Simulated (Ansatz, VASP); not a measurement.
**One calculation of RbCl, two programs**

File INCAR:

```
  PREC = Accurate
  ENCUT = 400
  EDIFF = 1E-8
  ISMEAR = -1
  SIGMA = 0.05
  LREAL = False
  LASPH = True
  NELM = 120
  ALGO = Normal
  ISIF = 2
  LWAVE = False
  LCHARG = False
  GGA = PS
  LEFG = True
  NBANDS = 15
  GGA_COMPAT = False
```

KPOINTS

```
Automatic mesh
0
Gamma
  10 10 10
```

File POSCAR:

```
RbCl
1.0
    0.0000000000      3.3489618109      3.3489618109
    3.3489618109      0.0000000000      3.3489618109
    3.3489618109      3.3489618109      0.0000000000
Rb Cl
1 1
Direct
    0.0000000000      0.0000000000      0.0000000000
    0.5000000000      0.5000000000      0.5000000000
```

Input for Ansatz:

```yaml
crystal:
  lattice:
    - [0.0, 3.3489618109, 3.3489618109]
    - [3.3489618109, 0.0, 3.3489618109]
    - [3.3489618109, 3.3489618109, 0.0]
  atoms:
    - { symbol: Rb, position: [0.0, 0.0, 0.0] }
    - { symbol: Cl, position: [0.5, 0.5, 0.5] }
kpoints:
  mp_grid: { grid: [10, 10, 10] }
  band_path:
    path:
      - [0.0, 0.0, 0.0]
      - [0.5, 0.0, 0.5]
      - [0.625, 0.25, 0.625]
      - [0.375, 0.375, 0.75]
      - [0.0, 0.0, 0.0]
      - [0.5, 0.5, 0.5]
      - [0.5, 0.25, 0.75]
      - [0.5, 0.0, 0.5]
    npoints: 5
scf:
  occupations: { method: fermi_dirac, width: 0.05 }
hamiltonian:
  xc: pbesol
  pseudopotentials: { kind: paw }
output:
  forces: true
  stress: true
  eigenvalues: true
  efg: { contact_densities: true }
```

Alike in both runs: task electric field gradients; functional PBEsol; k mesh 10 × 10 × 10; occupations fermi-dirac, width 0.05 eV; no spin polarisation.

|  | VASP | Ansatz |
| --- | --- | --- |
| version | VASP 6.6.1 | Ansatz 0.2.0 |
| potentials or method | VASP PAW PBE potentials, release 64 (Rb_sv, Cl) | PAW with Ansatz's default frozen-core files, scalar-relativistic |
| plane-wave cutoff (eV) | 400 | 420 |
| valence electrons in the cell | 16 | 16 |

|  | VASP | Ansatz | Ansatz less VASP |
| --- | --- | --- | --- |
| gap on the k mesh at the Fermi level (eV) | 4.70 | 4.70 | +0.003 |
| pressure (GPa) | -1.0 | -1.0 | -0.01 |

VASP's potentials were made for PBE, not for PBEsol.
